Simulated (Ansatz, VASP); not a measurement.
Two plane-wave programs on Al2Cu

```
Al Cu
1.0
     2.86650    0.00000    0.00000
    -1.43325    2.48246    0.00000
     0.00000    0.00000    6.22702
Al Cu
2 1
Direct
  0.33333 0.66667 0.18401
  0.66667 0.33333 0.81599
  0.00000 0.00000 0.50000
```

Alike in both runs: functional PBE; k mesh 18 × 18 × 8; occupations gaussian, width 0.1 eV; no spin polarisation.

Ansatz relaxed the structure, and its values are those at the end. VASP's run is a single point on that final structure, the one shown.

```csv
,VASP,Ansatz
version,VASP 6.6.1,Ansatz 0.2.0
potentials or method,"VASP PAW PBE potentials, release 64 (Al, Cu), cutoff 520 eV","scalar-relativistic, plane waves, PAW"
valence electrons in the cell,17,25
```

VASP gave:

```
gap on the k mesh at the Fermi level (eV) : none
pressure (GPa)                            : 0.2
rms of the force components (eV/Å)        : 0.010
```

Q: What did Ansatz give for the same quantities?

A: gap on the k mesh at the Fermi level (eV): none; pressure (GPa): 0.0; rms of the force components (eV/Å): 0.000.

A gap of «none» marks a metal or a gap that the smearing closes. VASP's potentials hold 17 valence electrons a cell and Ansatz's 25, so a difference there can come from the potentials and not from the codes.
